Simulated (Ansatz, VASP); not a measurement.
## One calculation of Nb, two programs

```xyz
1
Lattice="-1.6565 1.6565 1.6565 1.6565 -1.6565 1.6565 1.6565 1.6565 -1.6565" Properties=species:S:1:pos:R:3 pbc="T T T"
Nb    0.0000    0.0000    0.0000
```

Alike in both runs: functional PBE; k mesh 8 × 8 × 8; occupations gaussian, width 0.1 eV; no spin polarisation.

Ansatz relaxed the structure, and its values are those at the end. VASP's run is a single point on that final structure, the one shown.

```csv
,VASP,Ansatz
version,VASP 6.6.1,Ansatz 0.2.0
potentials or method,"VASP PAW PBE potentials, release 64 (Nb_sv), cutoff 520 eV","scalar-relativistic, plane waves, PAW"
valence electrons in the cell,13,13
```

|  | VASP | Ansatz | Ansatz less VASP |
| --- | --- | --- | --- |
| gap on the k mesh at the Fermi level (eV) | none | none | - |
| pressure (GPa) | -0.4 | 0.0 | +0.39 |

A gap of «none» marks a metal or a gap that the smearing closes. With one functional, cell and mesh, what is left measures potentials, basis and numerics.
